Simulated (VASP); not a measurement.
A run of VASP 6.6.1:

File INCAR:

```
SYSTEM = Ge
PREC = Accurate
ENCUT = 520
EDIFF = 1E-6
ISMEAR = 0
SIGMA = 0.15
LREAL = .False.
LASPH = .True.
NELM = 80
ALGO = Normal
ISIF = 2
LWAVE = .False.
LCHARG = .False.
GGA = PS
NBANDS = 21
```

File KPOINTS:

```
Automatic mesh
0
Gamma
  20 20 20
  0 0 0
```

File POSCAR:

```
Ge
1.0
   -2.5744897190      2.5744897190      1.4393350225
    2.5744897190     -2.5744897190      1.4393350225
    2.5744897190      2.5744897190     -1.4393350225
Ge
2
Direct
    0.2500000000      0.7500000000      0.5000000000
    0.5000000000      0.5000000000      0.0000000000
```

Potentials or basis: VASP PAW PBE potentials, release 64 (Ge_d).

Launch:

```sh
$ cat potpaw_PBE.64/Ge_d/POTCAR > POTCAR
$ mpirun -np 1 vasp_std > vasp.out
```

Hardware: 1 thread of AMD EPYC 7R13, with other jobs on the host.

Task: Estimate the wall time of this run.

Result: It took 15 min on 1 thread of AMD EPYC 7R13, on a shared host, peak memory 0.46 GiB. Counts: scf iterations 10, k points 641.
